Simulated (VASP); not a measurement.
Crystal: TaN.

```
Ta N
1.0
     0.00000    2.25469    2.25469
     2.25469    0.00000    2.25469
     2.25469    2.25469    0.00000
Ta N
1 1
Cartesian
  2.2547 2.2547 2.2547
  0.0000 0.0000 0.0000
```

Base run:

```yaml
Program: VASP 6.6.1
Functional: r2SCAN
Potentials_or_basis: VASP PAW PBE potentials, release 64 (Ta_pv, N)
Cutoff: 520 eV
k_mesh: 10 × 10 × 10
Occupations: fermi-dirac, width 0.05 eV
Spin: no spin polarisation
```

Its results: band gap on the k mesh zero (band 8 reaches 10.46 eV, above the bottom of band 9 at 6.80 eV); pressure -21.3 GPa.

Question: The run is repeated on the same cell with these changes: potentials or basis from VASP PAW PBE potentials, release 64 (Ta_pv, N) to VASP PAW PBE potentials, release 64 (Ta_sv_GW, N); cutoff from 520 eV to 660 eV; further incar settings from ALGO = Normal; EDIFF = 1e-07; NBANDS = 15 to ALGO = Normal; EDIFF = 1e-06; NBANDS = 16; valence electrons from 16 to 18. What comes out?

Answer: Band gap on the k mesh zero (band 9 reaches 14.42 eV, above the bottom of band 10 at 10.77 eV); pressure -22.9 GPa.

Caveats: the PAW data sets were made with another functional, which shifts forces and pressure a little; spin-orbit coupling is left out, which moves the levels of the heavy elements.
